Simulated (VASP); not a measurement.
Input of a VASP 6.6.1 run:

INCAR

```
SYSTEM = Ge16H
PREC = Accurate
ENCUT = 520
EDIFF = 1E-7
ISMEAR = -1
SIGMA = 0.05
LREAL = Auto
LASPH = .TRUE.
NELM = 80
ALGO = Normal
ISIF = 2
LWAVE = .FALSE.
LCHARG = .FALSE.
GGA = PE
IBRION = 2
NSW = 45
EDIFFG = -0.08
KPAR = 2
```

Contents of KPOINTS:

```
regular mesh
0
G
  2 2 2
  0 0 0
```

File POSCAR:

```
Ge16H
1.0
    0.0000000000      5.6600000000      5.6600000000
    5.6600000000      0.0000000000      5.6600000000
    5.6600000000      5.6600000000      0.0000000000
Ge H
16 1
Direct
    0.0000000000      0.0000000000      0.0000000000
    0.1250000000      0.1250000000      0.1250000000
    0.0000000000      0.0000000000      0.5000000000
    0.1250000000      0.1250000000      0.6250000000
    0.0000000000      0.5000000000      0.0000000000
    0.1250000000      0.6250000000      0.1250000000
    0.0000000000      0.5000000000      0.5000000000
    0.1250000000      0.6250000000      0.6250000000
    0.5000000000      0.0000000000      0.0000000000
    0.6250000000      0.1250000000      0.1250000000
    0.5000000000      0.0000000000      0.5000000000
    0.6250000000      0.1250000000      0.6250000000
    0.5000000000      0.5000000000      0.0000000000
    0.6250000000      0.6250000000      0.1250000000
    0.5000000000      0.5000000000      0.5000000000
    0.6250000000      0.6250000000      0.6250000000
    0.8006582000      0.8159181000      0.8194194000
```

Potentials or basis: VASP PAW PBE potentials, release 64 (Ge_d, H).

Run with:

```console
$ cat potpaw_PBE.64/Ge_d/POTCAR potpaw_PBE.64/H/POTCAR > POTCAR
$ mpirun -np 4 vasp_std > vasp.out
```

What does it give for the band gap on the k mesh?

Zero (an odd number of electrons rules out a gap without spin polarisation).

Estimate the energy gained by relaxing.

0.2 meV/atom.

The path:
```tsv
step	energy change (eV)	largest force (eV/Å)	pressure (GPa)
1	0.0000	0.1327	4.56
2	-0.0039	0.0436	4.53
```

Caveat: the k points lie up to 0.48 Å⁻¹ apart, too coarse for converged energies and pressures of a metal; an odd number of electrons without spin polarisation forces a metal; a magnetic or distorted state may lie lower; the relaxation stopped at a loose force limit of 0.08 eV/Å, so its end isn't a converged minimum.
